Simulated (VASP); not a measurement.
Input of a VASP 6.6.1 run:

The input INCAR:

```
ALGO = Normal ; EDIFF = 1E-6
EDIFFG = -0.005 ; ENCUT = 600
GGA = PE ; IBRION = 2
ISIF = 3 ; ISMEAR = -1
LASPH = True ; LCHARG = False
LREAL = False ; LWAVE = False
NELM = 100 ; NSW = 60
PREC = Accurate ; PSTRESS = 8.6
SIGMA = 0.08
```

File KPOINTS:

```
k-points
0
Gamma
  16 16 16
```

File POSCAR:

```
Au
1.0
   -1.6467027872      1.6467027872      1.6467027872
    1.6467027872     -1.6467027872      1.6467027872
    1.6467027872      1.6467027872     -1.6467027872
Au
1
Direct
    0.0000000000      0.0000000000      0.0000000000
```

Potentials or basis: VASP PAW PBE potentials, release 64 (Au).

Run with:

```sh
$ cat potpaw_PBE.64/Au/POTCAR > POTCAR
$ mpirun -np 1 vasp_std > vasp.out
```

**Question.** Predict the space group after relaxing (to 0.05 Å).

**Answer.** Im-3m (No. 229).

**Question.** What does it give for the relaxed cell?

**Answer.** a = 2.853 Å, b = 2.853 Å, c = 2.853 Å, α = 109.47°, β = 109.47°, γ = 109.47°.

**Question.** Predict the relaxed volume.

**Answer.** 17.87 Å³/atom.

Final structure:
```
CELL_PARAMETERS angstrom
-1.64703 1.64703 1.64703
1.64703 -1.64703 1.64703
1.64703 1.64703 -1.64703
ATOMIC_POSITIONS crystal
Au 0.00000 0.00000 0.00000
```

Caveat: the cell is relaxed towards a set pressure, so the enthalpy falls and the energy may rise.
